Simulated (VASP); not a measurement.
Wanted: the native input for a VASP 6.6.1 run.

| Item | Value |
| --- | --- |
| Task | single point |
| Functional | PBEsol |
| Potentials or basis | VASP PAW PBE potentials, release 64 (Ge_d, Mg, Bi_d) |
| Cutoff | 520 eV |
| k mesh | 8 × 8 × 4 |
| Occupations | fermi-dirac, width 0.1 eV |
| Spin | no spin polarisation |
| Dipole correction | no |
| Further INCAR settings | ALGO = Normal; EDIFF = 1e-06; NBANDS = 32 |

The structure of Mg2GeBi2 lies in POSCAR:

```
Mg2GeBi2
1.0
    4.6106760000      0.0000000000      0.0000000000
   -2.3053380000      3.9929640000      0.0000000000
    0.0000000000      0.0000000000      7.4682870000
Ge Mg Bi
1 2 2
Direct
    0.0000000000      0.0000000000      0.0000000000
    0.3333000000      0.6667000000      0.6301000000
    0.6667000000      0.3333000000      0.3699000000
    0.3333000000      0.6667000000      0.2413000000
    0.6667000000      0.3333000000      0.7587000000
```

One way to write it, as run:

INCAR

```
PREC     = Accurate       # precision mode
ENCUT    = 520            # plane-wave cutoff, eV
EDIFF    = 1E-6           # SCF threshold, eV
ISMEAR   = -1             # smearing method
SIGMA    = 0.1            # smearing width, eV
LREAL    = F              # projectors in reciprocal space
LASPH    = T              # aspherical terms in the spheres
NELM     = 60             # most SCF steps
ALGO     = Normal         # electronic algorithm
ISIF     = 2              # what is computed and relaxed
LWAVE    = F              # write WAVECAR
LCHARG   = T              # write CHGCAR
GGA      = PS             # functional
LELF     = T              # ELF
LVHAR    = T            
NBANDS   = 32             # bands
```

KPOINTS

```
regular mesh
0
Gamma
  8 8 4
```

Potentials or basis: VASP PAW PBE potentials, release 64 (Ge_d, Mg, Bi_d).

Run with:

```console
$ cat potpaw_PBE.64/Ge_d/POTCAR potpaw_PBE.64/Mg/POTCAR potpaw_PBE.64/Bi_d/POTCAR > POTCAR
$ mpirun -np 1 vasp_std > vasp.out
```

It gave:

The pressure is 1.0 GPa. The largest force is 1.039 eV/Å and the band gap on the k mesh is 0.35 eV (least direct gap 0.40 eV).

Caveat: the PAW data sets were made with another functional, which shifts forces and pressure a little; spin-orbit coupling is left out, which moves the levels of the heavy elements.

Wall time 2.7 min on 1 thread of Intel(R) Xeon(R) Platinum 8488C (Sapphire Rapids) (shared host), peak memory 0.49 GiB.
